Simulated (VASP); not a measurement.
# CoH3: relaxation of cell and atoms with PBE

The system is CoH3.

```xyz
8
Lattice="2.1128 1.2198 3.7429 -2.1128 1.2198 3.7429 0.0000 -2.4396 3.7429" Properties=species:S:1:pos:R:3 pbc="T T T"
Co    0.0000    0.0000    5.6144
Co    0.0000    0.0000    0.0000
H     0.5409   -1.2198    4.6787
H     0.7860    1.0783    4.6787
H    -1.3268    0.1415    4.6787
H    -0.5409    1.2198    6.5501
H    -0.7860   -1.0783    6.5501
H     1.3268   -0.1415    6.5501
```

The cell was generated, and may not be a known phase.

| Property | Result |
| --- | --- |
| Program | VASP 6.6.1 |
| Task | relaxation of cell and atoms |
| Functional | PBE |
| Potentials or basis | VASP PAW PBE potentials, release 64 (Co, H) |
| Cutoff | 600 eV |
| k mesh | 4 × 4 × 4 |
| Occupations | gaussian, width 0.15 eV |
| Spin | collinear spin, ferromagnetic start |
| Starting moments | [3.0, 3.0, 0.0, 0.0, 0.0, 0.0, 0.0, 0.0] μB |
| Dipole correction | no |
| Further INCAR settings | ALGO = Fast; EDIFF = 1e-06; IBRION = 2; EDIFFG = -0.08; NSW = 36; ISIF = 3 |

The relaxed volume is 5.63 Å³/atom and the relaxed cell is a = 3.924 Å, b = 3.924 Å, c = 3.924 Å, α = 62.40°, β = 62.40°, γ = 62.40°. The space group after relaxing (to 0.1 Å) is R-3c (No. 167) and the energy gained by relaxing is 69.3 meV/atom. The ionic steps are 9 and the pressure after relaxing is -0.6 GPa. The largest force after relaxing is 0.025 eV/Å. The band gap on the k mesh is zero (filled and empty bands overlap), the net moment is 0.00 μB per cell and the valence electrons inside the program's atomic spheres are Co 8.51; H 0.56.

Forces in eV/Å, atoms in the order of the input:
```
Co   0.000  0.000  0.000
Co   0.000  0.000  0.000
H    0.025  0.000  0.000
H   -0.012  0.021  0.000
H   -0.012 -0.021  0.000
H   -0.025  0.000  0.000
H    0.012 -0.021  0.000
H    0.012  0.021  0.000
```

Stress tensor (GPa, compression positive):
```
-1.45  0.00  0.00
 0.00 -1.45  0.00
 0.00  0.00  1.02
```

Step by step:
```tsv
step	energy change (eV)	largest force (eV/Å)	pressure (GPa)	volume (Å³)
1	0.0000	0.0850	-11.60	57.88
2	-0.2399	0.1356	-5.56	53.60
3	-0.2893	0.2904	-0.54	51.09
4	-0.2895	0.3049	0.27	50.87
5	-0.3251	0.2977	-0.03	50.41
6	-0.4194	0.2612	-0.35	49.04
7	-0.5394	0.1226	-0.54	46.28
8	-0.4008	0.3876	-0.43	40.78
9	-0.5544	0.0246	-0.63	45.01
```

Final structure:
```xyz
8
Lattice="2.0327 1.1736 3.1445 -2.0327 1.1736 3.1445 0.0000 -2.3472 3.1445" Properties=species:S:1:pos:R:3 pbc="T T T"
Co    0.0000    0.0000    4.7167
Co    0.0000    0.0000    0.0000
H     0.7193   -1.1736    3.9306
H     0.6567    1.2097    3.9306
H    -1.3760   -0.0361    3.9306
H    -0.7193    1.1736    5.5028
H    -0.6567   -1.2097    5.5028
H     1.3760    0.0361    5.5028
```

Levels at points of the mesh, in eV from the Fermi level:
Spin up:
| k point | band 10 | band 11 | band 12 | band 13 | band 14 | band 15 |
| --- | --- | --- | --- | --- | --- | --- |
| (0.00, 0.00, 0.00) | -0.51 | -0.12 | 0.11 | 0.11 | 0.83 | 5.95 |
| (0.50, 0.00, 0.00) | -0.98 | -0.71 | -0.71 | 2.99 | 2.99 | 4.05 |
| (0.50, 0.50, 0.00) | -0.88 | -0.67 | -0.28 | 0.08 | 0.63 | 2.90 |
| (0.50, 0.50, 0.50) | -0.97 | -0.50 | -0.50 | 3.00 | 3.00 | 3.00 |
Spin down:
| k point | band 10 | band 11 | band 12 | band 13 | band 14 | band 15 |
| --- | --- | --- | --- | --- | --- | --- |
| (0.00, 0.00, 0.00) | -0.51 | -0.12 | 0.11 | 0.11 | 0.83 | 5.95 |
| (0.50, 0.00, 0.00) | -0.98 | -0.71 | -0.71 | 2.99 | 2.99 | 4.05 |
| (0.50, 0.50, 0.00) | -0.88 | -0.67 | -0.28 | 0.08 | 0.63 | 2.90 |
| (0.50, 0.50, 0.50) | -0.97 | -0.50 | -0.50 | 3.00 | 3.00 | 3.00 |

Wall time 7.6 min on 1 thread of Oxide Virtual Turin-like Processor, on a shared host, peak memory 0.23 GiB.

Caveat: the k points lie up to 0.48 Å⁻¹ apart in the final cell; the volume moved by over 15 % at a fixed basis, so the end points are rough; the moments typed at the start vanished in this run.
